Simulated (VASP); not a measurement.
The system is MoS2.

```
CELL_PARAMETERS angstrom
3.22746 0.00000 0.00000
-1.61373 2.79507 0.00000
0.00000 0.00000 6.31247
ATOMIC_POSITIONS crystal
Mo 0.00000 0.00000 0.50000
S 0.66667 0.33333 0.74468
S 0.33333 0.66667 0.25532
```

Program: VASP 6.6.1. Alike in all runs: task single point; cell as given; cutoff (eV) 520; smearing fermi-dirac 0.05 eV.

Problem. Order these runs on this cell by their pressure, lowest first.
A. level RPBE; potentials or basis VASP PAW PBE potentials, release 64 (Mo_sv, S); spin off; k mesh 9 × 9 × 4
B. level LDA; potentials or basis VASP PAW LDA potentials, release 64 (Mo_sv, S); spin non-collinear, zero start, SOC; k mesh 7 × 7 × 3
C. level PBE; potentials or basis VASP PAW PBE potentials, release 64 (Mo_sv, S); spin off; k mesh 3 × 3 × 2
D. level PBEsol; potentials or basis VASP PAW PBE potentials, release 64 (Mo_sv, S); spin non-collinear, zero start, SOC; k mesh 7 × 7 × 3

Solution. B (-5.6 GPa), D (-3.2 GPa), C (1.3 GPa), A (3.4 GPa).

Caveats: some runs use coarse meshes; this functional lacks dispersion, which binds the layers, so the pressure and a relaxed spacing across them are unreliable (at least some runs); the cell stands under tension (at least some runs); the PAW data sets were made with another functional, which shifts forces and pressure a little (at least some runs); the cell stands under pressure (at least some runs).
